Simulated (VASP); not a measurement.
# AlRu (Pm-3m) in VASP: further runs

AlRu is run at these levels: PBE; tasks: relaxation of cell and atoms.

Everything below comes from runs of VASP 6.6.1. Logs are shortened: lines on timing, memory, paths and dates and some standing lists are left out, and cuts for length are marked.

### Step 1. The cell of the first run

It takes space group Pm-3m (No. 221, cubic). Conventional cell: a = 2.834 Å, b = 2.834 Å, c = 2.834 Å, α = 90.00°, β = 90.00°, γ = 90.00°. Al (site symmetry m-3m) has 8 Ru at 2.45 Å and 6 Al at 2.83 Å within 3.2 Å. Within 3.2 Å of Ru (site symmetry m-3m) lie 8 Al at 2.45 Å and 6 Ru at 2.83 Å.

### Step 2. Relaxation of cell and atoms, PBE, target pressure 50 GPa, at which the enthalpy is minimised

The input, INCAR:

```
PREC     = Accurate       # precision mode
ENCUT    = 600            # plane-wave cutoff, eV
EDIFF    = 1E-7           # SCF threshold, eV
ISMEAR   = 0              # smearing method
SIGMA    = 0.1            # smearing width, eV
LREAL    = False          # projectors in reciprocal space
LASPH    = True           # aspherical terms in the spheres
NELM     = 60             # most SCF steps
ALGO     = Normal         # electronic algorithm
ISIF     = 3              # what is computed and relaxed
LWAVE    = False          # write WAVECAR
LCHARG   = False          # write CHGCAR
GGA      = PE             # functional
IBRION   = 2              # ionic algorithm
NSW      = 70             # ionic steps
EDIFFG   = -0.008         # ionic threshold
PSTRESS  = 500.0
```

The input, KPOINTS:

```
regular mesh
0
Gamma
  14 14 14
```

The input, POSCAR:

```
AlRu
1.0
    2.8341245484      0.0000000000      0.0000000000
    0.0000000000      2.8341245484      0.0000000000
    0.0000000000      0.0000000000      2.8341245484
Al Ru
1 1
Direct
    0.0000000000      0.0000000000      0.0000000000
    0.5000000000      0.5000000000      0.5000000000
```

Potentials or basis: VASP PAW PBE potentials, release 64 (Al, Ru_pv).

The run is started by

```
$ cat potpaw_PBE.64/Al/POTCAR potpaw_PBE.64/Ru_pv/POTCAR > POTCAR
$ mpirun -np 1 vasp_std > vasp.out
```

OUTCAR:

```text
PREC = Accurate
   ENCUT = 600
   EDIFF = 1E-7
   ISMEAR = 0
   LREAL = False
   LASPH = True
   NELM = 60
   ISIF = 3
   GGA = PE
   IBRION = 2
   NSW = 70
   EDIFFG = -0.008
   PSTRESS = 500.0

 ion  position               nearest neighbor table
   1  0.000  0.000  0.000-   2 2.45   2 2.45   2 2.45   2 2.45   2 2.45   2 2.45   2 2.45   2 2.45

   2  0.500  0.500  0.500-   1 2.45   1 2.45   1 2.45   1 2.45   1 2.45   1 2.45   1 2.45   1 2.45

  LATTYP: Found a simple cubic cell.
 ALAT       =     2.8341245484

  Lattice vectors:

 A1 = (   2.8341245484,   0.0000000000,   0.0000000000)
 A2 = (   0.0000000000,   2.8341245484,   0.0000000000)
 A3 = (   0.0000000000,   0.0000000000,   2.8341245484)

Analysis of symmetry for initial positions (statically):
=====================================================================
 Subroutine PRICEL returns:
 Original cell was already a primitive cell.

 Routine SETGRP: Setting up the symmetry group for a
 simple cubic supercell.

 Subroutine GETGRP returns: Found 48 space group operations
 (whereof 48 operations were pure point group operations)
 out of a pool of 48 trial point group operations.

The static configuration has the point symmetry O_h .

Analysis of symmetry for dynamics (positions and initial velocities):
=====================================================================
 Subroutine PRICEL returns:
 Original cell was already a primitive cell.

 Routine SETGRP: Setting up the symmetry group for a
 simple cubic supercell.

 Subroutine GETGRP returns: Found 48 space group operations
 (whereof 48 operations were pure point group operations)
 out of a pool of 48 trial point group operations.

The dynamic configuration has the point symmetry O_h .

 Subroutine INISYM returns: Found 48 space group operations
 (whereof 48 operations are pure point group operations),
 and found     1 'primitive' translations

----------------------------------------------------------------------------------------

                                     Primitive cell

  volume of cell :      22.7644

  direct lattice vectors                    reciprocal lattice vectors
     2.834124548  0.000000000  0.000000000     0.352842644  0.000000000  0.000000000
     0.000000000  2.834124548  0.000000000     0.000000000  0.352842644  0.000000000
     0.000000000  0.000000000  2.834124548     0.000000000  0.000000000  0.352842644

[... 101 lines left out ...]
   IMIX   =      4    mixing-type and parameters
     AMIX     =   0.40;   BMIX     =  1.00
     AMIX_MAG =   1.60;   BMIX_MAG =  1.00
  volume/ion in A,a.u.               =      11.38        76.81
  Fermi-wavevector in a.u.,A,eV,Ry     =   1.485270  2.806754 30.014837  2.206028
  Thomas-Fermi vector in A             =   2.598703
   LORBIT       =      0    0 simple, 1 ext, 2 COOP (PROOUT), +10 PAW based schemes
   GGA     = PE    functional components
   LHFCALC =     F    Hartree Fock is set to
   AEXX    =    0.0000 exact exchange contribution
   IVDW    =     0    specifies the selected vdW correction
   LEPSILON=     F    determine dielectric tensor
   LRPA    =     F    only Hartree local field effects (RPA)
 conjugate gradient relaxation of ions
 non-spin polarized calculation
 Gauss-broadening in eV      SIGMA  =   0.10
  energy-cutoff  :      600.00
  volume of cell :       22.76
 maximum number of plane-waves:       780
 NGX is ok and might be reduce to    24
   NGX = 11   NGY = 11   NGZ = 11

--------------------------------------- Ionic step        1  -------------------------------------------

 number of electron      16.9999998 magnetization

 Free energy of the ion-electron system (eV)
  ---------------------------------------------------
  ext. energy  EPLUGINS =         0.00000000
  ---------------------------------------------------
  free energy    TOTEN  =       -13.65216451 eV

  energy without entropy =      -13.64457657  energy(sigma->0) =      -13.64837054

------------------------ aborting loop because EDIFF is reached ----------------------------------------

  FORCE on cell =-STRESS in cart. coord.  units (eV):
  Direction    XX          YY          ZZ          XY          YZ          ZX
  --------------------------------------------------------------------------------------
  -------------------------------------------------------------------------------------
  Total        7.4074887      7.4074887      7.4074887     -0.0000000      0.0000000      0.0000000
  in kB      521.3444861    521.3444861    521.3444861     -0.0000000      0.0000000      0.0000000
  external PRESSURE =      21.3444861 kB  Pullay stress =     500.0000000 kB
[... 63 lines left out ...]
--------------------------------------- Ionic step        3  -------------------------------------------

 number of electron      17.0000000 magnetization

 Free energy of the ion-electron system (eV)
  ---------------------------------------------------
  ext. energy  EPLUGINS =         0.00000000
  ---------------------------------------------------
  free energy    TOTEN  =       -13.69018919 eV

  energy without entropy =      -13.68253270  energy(sigma->0) =      -13.68636095

 E-fermi :  13.1049     XC(G=0): -13.3932

 val. band max:       13.1028098930   @ k =   0.1429   0.0714   0.0714
 cond. band min:      13.1128052876   @ k =   0.3571   0.1429   0.0000
 fundamental gap:      0.0099953946
 Fermi energy:        13.1048894652

 k-point     1 :       0.0000    0.0000    0.0000
  band No.  band energies     occupation
      1     -28.7111      2.00000
      2     -28.7111      2.00000
      3     -28.7111      2.00000
      4       2.4860      2.00000
      5       8.5858      2.00000
      6       8.5858      2.00000
      7      13.3355      0.00111
      8      13.3355      0.00111
      9      13.3355      0.00111
     10      20.0001      0.00000
     11      20.0001      0.00000
     12      20.0001      0.00000
[... 331 lines left out ...]
 k-point    24 :       0.3571    0.2143    0.0000
  band No.  band energies     occupation
      1     -28.9978      2.00000
      2     -28.8261      2.00000
      3     -28.6719      2.00000
      4       5.6495      2.00000
      5       8.4817      2.00000
      6       9.9662      2.00000
      7      11.1394      2.00000
      8      11.6149      2.00000
      9      12.6556      2.00000
     10      16.3763      0.00000
     11      20.5312      0.00000
     12      22.4582      0.00000

 [... further k-points ...]

------------------------ aborting loop because EDIFF is reached ----------------------------------------

  FORCE on cell =-STRESS in cart. coord.  units (eV):
  Direction    XX          YY          ZZ          XY          YZ          ZX
  --------------------------------------------------------------------------------------
  -------------------------------------------------------------------------------------
  Total        7.1408025      7.1408025      7.1408025      0.0000000      0.0000000      0.0000000
  in kB      499.9538443    499.9538443    499.9538443      0.0000000      0.0000000      0.0000000
  external PRESSURE =      -0.0461557 kB  Pullay stress =     500.0000000 kB
[... 21 lines left out ...]
  energy  without entropy=      -13.6825327044  energy(sigma->0) =      -13.68636095

  enthalpy is  TOTEN    =        -6.5487274720 eV   P V=        7.1414617162

 reached required accuracy - stopping structural energy minimisation
```

CONTCAR:

```text
AlRu
   1.00000000000000
     2.8390686677682675   -0.0000000000000000    0.0000000000000000
    -0.0000000000000000    2.8390686677682675   -0.0000000000000000
    -0.0000000000000000    0.0000000000000000    2.8390686677682675
  Al              Ru
     1     1
Direct
     0.0000000000000000    0.0000000000000000    0.0000000000000000
     0.5000000000000000    0.5000000000000000    0.5000000000000000

  0.00000000E+00  0.00000000E+00  0.00000000E+00
  0.00000000E+00  0.00000000E+00  0.00000000E+00
```

Run time: 74 s. Hardware: 1 thread of Intel Xeon 8259CL, shared host; peak memory 0.18 GiB.

What came out:

- Free energy: -13.6902 eV
- Relaxed volume: 11.44 Å³/atom
- Relaxed cell: a = 2.839 Å, b = 2.839 Å, c = 2.839 Å, α = 90.00°, β = 90.00°, γ = 90.00°
- Space group after relaxing (to 0.1 Å): Pm-3m (No. 221)
- Energy change on relaxing (the run minimises the enthalpy): -19.0 meV/atom
- Ionic steps: 3
- Pressure after relaxing: 50.0 GPa
- Band gap on the k mesh: zero (an odd number of electrons rules out a gap without spin polarisation)

Step by step:
| step | energy change (eV) | largest force (eV/Å) | pressure (GPa) | volume (Å³) |
| --- | --- | --- | --- | --- |
| 1 | 0.0000 | 0.0000 | 52.13 | 22.76 |
| 2 | -0.1499 | 0.0000 | 43.47 | 23.27 |
| 3 | -0.0380 | 0.0000 | 50.00 | 22.88 |

Final structure:
```
Al Ru
1.0
     2.83907    0.00000    0.00000
     0.00000    2.83907    0.00000
     0.00000    0.00000    2.83907
Al Ru
1 1
Direct
  0.00000 0.00000 0.00000
  0.50000 0.50000 0.50000
```

Caveat: the cell is relaxed towards a set pressure, so the run minimises the enthalpy, not the energy.

### Step 3. Relaxation of cell and atoms, PBE, target pressure 25 GPa, at which the enthalpy is minimised

This run uses another cell than the first one, of 12.24 Å³/atom.

The input, INCAR:

```
SYSTEM = AlRu
  PREC = Accurate
  ENCUT = 600
  EDIFF = 1E-6
  ISMEAR = 0
  SIGMA = 0.1
  LREAL = .False.
  LASPH = .True.
  NELM = 100
  ALGO = Normal
  ISIF = 3
  LWAVE = .False.
  LCHARG = .False.
  GGA = PE
  IBRION = 2
  NSW = 70
  EDIFFG = -0.008
  PSTRESS = 250.0
```

The input, KPOINTS:

```
regular mesh
0
Gamma
  14 14 14
  0 0 0
```

The input, POSCAR:

```
AlRu
1.0
    2.9037273645      0.0000000000      0.0000000000
    0.0000000000      2.9037273645      0.0000000000
    0.0000000000      0.0000000000      2.9037273645
Al Ru
1 1
Direct
    0.0000000000      0.0000000000      0.0000000000
    0.5000000000      0.5000000000      0.5000000000
```

Potentials or basis: VASP PAW PBE potentials, release 64 (Al, Ru_pv).

The run is started by

```
$ cat potpaw_PBE.64/Al/POTCAR potpaw_PBE.64/Ru_pv/POTCAR > POTCAR
$ mpirun -np 1 vasp_std > vasp.out
```

OUTCAR:

```text
SYSTEM = AlRu
   PREC = Accurate
   ENCUT = 600
   EDIFF = 1E-6
   ISMEAR = 0
   LREAL = .False.
   LASPH = .True.
   NELM = 100
   ISIF = 3
   GGA = PE
   IBRION = 2
   NSW = 70
   EDIFFG = -0.008
   PSTRESS = 250.0

 ion  position               nearest neighbor table
   1  0.000  0.000  0.000-   2 2.51   2 2.51   2 2.51   2 2.51   2 2.51   2 2.51   2 2.51   2 2.51

   2  0.500  0.500  0.500-   1 2.51   1 2.51   1 2.51   1 2.51   1 2.51   1 2.51   1 2.51   1 2.51

  LATTYP: Found a simple cubic cell.
 ALAT       =     2.9037273645

  Lattice vectors:

 A1 = (   2.9037273645,   0.0000000000,   0.0000000000)
 A2 = (   0.0000000000,   2.9037273645,   0.0000000000)
 A3 = (   0.0000000000,   0.0000000000,   2.9037273645)

Analysis of symmetry for initial positions (statically):
=====================================================================
 Subroutine PRICEL returns:
 Original cell was already a primitive cell.

 Routine SETGRP: Setting up the symmetry group for a
 simple cubic supercell.

 Subroutine GETGRP returns: Found 48 space group operations
 (whereof 48 operations were pure point group operations)
 out of a pool of 48 trial point group operations.

The static configuration has the point symmetry O_h .

Analysis of symmetry for dynamics (positions and initial velocities):
=====================================================================
 Subroutine PRICEL returns:
 Original cell was already a primitive cell.

 Routine SETGRP: Setting up the symmetry group for a
 simple cubic supercell.

 Subroutine GETGRP returns: Found 48 space group operations
 (whereof 48 operations were pure point group operations)
 out of a pool of 48 trial point group operations.

The dynamic configuration has the point symmetry O_h .

 Subroutine INISYM returns: Found 48 space group operations
 (whereof 48 operations are pure point group operations),
 and found     1 'primitive' translations

----------------------------------------------------------------------------------------

[... 133 lines left out ...]

 number of electron      17.0000002 magnetization

 Free energy of the ion-electron system (eV)
  ---------------------------------------------------
  ext. energy  EPLUGINS =         0.00000000
  ---------------------------------------------------
  free energy    TOTEN  =       -14.06354151 eV

  energy without entropy =      -14.05502043  energy(sigma->0) =      -14.05928097

------------------------ aborting loop because EDIFF is reached ----------------------------------------

  FORCE on cell =-STRESS in cart. coord.  units (eV):
  Direction    XX          YY          ZZ          XY          YZ          ZX
  --------------------------------------------------------------------------------------
  -------------------------------------------------------------------------------------
  Total        3.9605194      3.9605194      3.9605194      0.0000000      0.0000000      0.0000000
  in kB      259.1762597    259.1762597    259.1762597      0.0000000      0.0000000      0.0000000
  external PRESSURE =       9.1762597 kB  Pullay stress =     250.0000000 kB
[... 63 lines left out ...]
--------------------------------------- Ionic step        3  -------------------------------------------

 number of electron      17.0000002 magnetization

 Free energy of the ion-electron system (eV)
  ---------------------------------------------------
  ext. energy  EPLUGINS =         0.00000000
  ---------------------------------------------------
  free energy    TOTEN  =       -14.07494545 eV

  energy without entropy =      -14.06638730  energy(sigma->0) =      -14.07066638

 E-fermi :  11.9868     XC(G=0): -13.0162

 val. band max:       11.9630822145   @ k =   0.0714   0.0714   0.0714
 cond. band min:      11.9893415088   @ k =   0.1429   0.0714   0.0714
 fundamental gap:      0.0262592943
 Fermi energy:        11.9867885158

 k-point     1 :       0.0000    0.0000    0.0000
  band No.  band energies     occupation
      1     -29.8015      2.00000
      2     -29.8015      2.00000
      3     -29.8015      2.00000
      4       1.7995      2.00000
      5       7.9252      2.00000
      6       7.9252      2.00000
      7      12.1971      0.00294
      8      12.1971      0.00294
      9      12.1971      0.00294
     10      18.5045      0.00000
     11      18.5045      0.00000
     12      18.5045      0.00000
[... 331 lines left out ...]
 k-point    24 :       0.3571    0.2143    0.0000
  band No.  band energies     occupation
      1     -30.0232      2.00000
      2     -29.8906      2.00000
      3     -29.7715      2.00000
      4       4.8204      2.00000
      5       7.6955      2.00000
      6       9.1303      2.00000
      7      10.1852      2.00000
      8      10.6429      2.00000
      9      11.5942      2.00000
     10      14.9673      0.00000
     11      18.9201      0.00000
     12      21.1552      0.00000

 [... further k-points ...]

------------------------ aborting loop because EDIFF is reached ----------------------------------------

  FORCE on cell =-STRESS in cart. coord.  units (eV):
  Direction    XX          YY          ZZ          XY          YZ          ZX
  --------------------------------------------------------------------------------------
  -------------------------------------------------------------------------------------
  Total        3.8326307      3.8326307      3.8326307      0.0000000     -0.0000000     -0.0000000
  in kB      250.0739120    250.0739120    250.0739120      0.0000000     -0.0000000     -0.0000000
  external PRESSURE =       0.0739120 kB  Pullay stress =     250.0000000 kB
[... 21 lines left out ...]
  energy  without entropy=      -14.0663873014  energy(sigma->0) =      -14.07066638

  enthalpy is  TOTEN    =       -10.2434475577 eV   P V=        3.8314978938

 reached required accuracy - stopping structural energy minimisation
```

OSZICAR:

```text
N       E                     dE             d eps       ncg     rms          rms(c)
DAV:   1     0.129025932605E+03    0.12903E+03   -0.10507E+04  2920   0.151E+03
[... 22 lines left out ...]
DAV:   1    -0.140924978344E+02    0.89185E-02   -0.26671E-01  2964   0.745E+00    0.130E+00
DAV:   2    -0.140761899306E+02    0.16308E-01   -0.96961E-02  3028   0.380E+00    0.435E-01
DAV:   3    -0.140749255441E+02    0.12644E-02   -0.44013E-03  3032   0.806E-01    0.108E-01
DAV:   4    -0.140749382896E+02   -0.12746E-04   -0.47415E-04  2996   0.167E-01    0.239E-02
DAV:   5    -0.140749425529E+02   -0.42633E-05   -0.97561E-06  3504   0.307E-02    0.186E-02
DAV:   6    -0.140749455699E+02   -0.30170E-05   -0.42347E-06  3096   0.218E-02    0.160E-03
DAV:   7    -0.140749454516E+02    0.11835E-06   -0.22563E-07  1460   0.486E-03
   3 F= -.10243448E+02 E0= -.10239168E+02  d E =-.201385E-03
```

CONTCAR:

```text
AlRu
   1.00000000000000
     2.9065628719320422    0.0000000000000000    0.0000000000000000
     0.0000000000000000    2.9065628719320422    0.0000000000000000
     0.0000000000000000    0.0000000000000000    2.9065628719320422
  Al              Ru
     1     1
Direct
     0.0000000000000000    0.0000000000000000    0.0000000000000000
     0.5000000000000000    0.5000000000000000    0.5000000000000000

  0.00000000E+00  0.00000000E+00  0.00000000E+00
  0.00000000E+00  0.00000000E+00  0.00000000E+00
```

Run time: 61 s. Hardware: 1 thread of Intel Xeon 8259CL, shared host; peak memory 0.18 GiB.

Results:

```
Free energy                                                : -14.0749 eV
Relaxed volume                                             : 12.28 Å³/atom
Relaxed cell                                               : a = 2.907 Å, b = 2.907 Å, c = 2.907 Å, α = 90.00°, β = 90.00°, γ = 90.00°
Space group after relaxing (to 0.1 Å)                      : Pm-3m (No. 221)
Energy change on relaxing (the run minimises the enthalpy) : -5.7 meV/atom
Ionic steps                                                : 3
Pressure after relaxing                                    : 25.0 GPa
Band gap on the k mesh                                     : zero (an odd number of electrons rules out a gap without spin polarisation)
```

Step by step:
```
step  energy change (eV)  largest force (eV/Å)  pressure (GPa)  volume (Å³)
   1              0.0000                0.0000           25.92        24.48
   2             -0.0379                0.0000           22.81        24.73
   3             -0.0114                0.0000           25.01        24.55
```

Final structure:
```
Al Ru
1.0
     2.90656    0.00000    0.00000
     0.00000    2.90656    0.00000
     0.00000    0.00000    2.90656
Al Ru
1 1
Cartesian
  0.0000 0.0000 0.0000
  1.4533 1.4533 1.4533
```

Caveat: the cell is relaxed towards a set pressure, so the run minimises the enthalpy, not the energy.

(Part 1 of 2 ends here.)
